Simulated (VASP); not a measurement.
Set up this calculation in VASP 6.6.1, as the native input.

```yaml
Task: single point
Functional: PBEsol
Potentials_or_basis: VASP PAW PBE potentials, release 64 (Hf_pv, N)
Cutoff: 520 eV
k_mesh: 18 × 18 × 18
Occupations: gaussian, width 0.15 eV
Spin: no spin polarisation
Dipole_correction: no
Further_INCAR_settings: ALGO = Normal; EDIFF = 1e-06; NBANDS = 14
```

The structure of HfN lies in POSCAR:

```
HfN
1.0
    0.0000000000      2.2590000000      2.2590000000
    2.2590000000      0.0000000000      2.2590000000
    2.2590000000      2.2590000000      0.0000000000
Hf N
1 1
Direct
    0.0000000000      0.0000000000      0.0000000000
    0.5000000000      0.5000000000      0.5000000000
```

One way to write it, as run:

INCAR

```
PREC = Accurate
ENCUT = 520
EDIFF = 1E-6
ISMEAR = 0
SIGMA = 0.15
LREAL = False
LASPH = True
NELM = 60
ALGO = Normal
ISIF = 2
LWAVE = False
LCHARG = False
GGA = PS
NBANDS = 14
```

KPOINTS

```
regular mesh
0
Gamma
  18 18 18
```

Potentials or basis: VASP PAW PBE potentials, release 64 (Hf_pv, N).

Launch:

```console
$ cat potpaw_PBE.64/Hf_pv/POTCAR potpaw_PBE.64/N/POTCAR > POTCAR
$ mpirun -np 1 vasp_std > vasp.out
```

Results of the run:

```yaml
Pressure: -5.2 GPa
```

Caveat: the PAW data sets were made with another functional, which shifts forces and pressure a little.

It took 23 s on 1 thread of Intel(R) Xeon(R) Platinum 8488C (Sapphire Rapids) (shared host), peak memory 0.19 GiB.
